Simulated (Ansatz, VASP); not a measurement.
## Ru2Rh in VASP and in Ansatz

INCAR

```
SYSTEM = Ru2Rh
  PREC = Accurate
  ENCUT = 520
  EDIFF = 1E-6
  ISMEAR = -1
  SIGMA = 0.08
  LREAL = .FALSE.
  LASPH = .TRUE.
  NELM = 80
  ALGO = Normal
  ISIF = 2
  LWAVE = .FALSE.
  LCHARG = .TRUE.
  LDIPOL = .TRUE.
  IDIPOL = 3
  DIPOL = 0.5 0.5 0.500
  GGA = PE
  LELF = .TRUE.
  LVHAR = .TRUE.
  LVACPOTAV = .TRUE.
  NBANDS = 28
```

Contents of KPOINTS:

```
regular mesh
0
G
  14 14 1
  0 0 0
```

Contents of POSCAR:

```
Ru2Rh
1.0
    2.7207384563      0.0000000000      0.0000000000
   -1.3603692282      2.3562286202      0.0000000000
    0.0000000000      0.0000000000     20.2961000000
Rh Ru
1 2
Direct
    0.0000000000      0.0000000000      0.3980803413
    0.3333333333      0.6666666667      0.4999999983
    0.0000000000      0.0000000000      0.6019196604
```

Input for Ansatz:

```yaml
crystal:
  lattice:
    - [2.7207384563, 0.0, 0.0]
    - [-1.3603692282, 2.3562286202, 0.0]
    - [0.0, 0.0, 20.2961]
  atoms:
    - { symbol: Rh, position: [0.0, 0.0, 0.3980803413] }
    - { symbol: Ru, position: [0.3333333333, 0.6666666667, 0.4999999983] }
    - { symbol: Ru, position: [0.0, 0.0, 0.6019196604] }
kpoints:
  mp_grid: { grid: [14, 14, 1] }
scf:
  occupations: { method: fermi_dirac, width: 0.08 }
hamiltonian:
  xc: pbe
  pseudopotentials: { kind: all_electron, lapw: { basis_error: 0.001 } }
output:
  forces: true
  stress: true
  eigenvalues: true
efield:
  axis: 3
  amplitude: 0
  dipole_correction: true
```

Alike in both runs: task single point; functional PBE; k mesh 14 × 14 × 1; occupations fermi-dirac, width 0.08 eV; no spin polarisation.

|  | VASP | Ansatz |
| --- | --- | --- |
| version | VASP 6.6.1 | Ansatz 0.2.0 |
| potentials or method | VASP PAW PBE potentials, release 64 (Rh_pv, Ru_pv), cutoff 520 eV | all-electron LAPW, scalar-relativistic |

|  | VASP | Ansatz | Ansatz less VASP |
| --- | --- | --- | --- |
| rms of the force components (eV/Å) | 0.354 | 0.354 | +0.0006 |

Atom by atom the forces differ by 0.007 eV/Å (rms over components). Ansatz ran all-electron here, and VASP with PAW potentials.
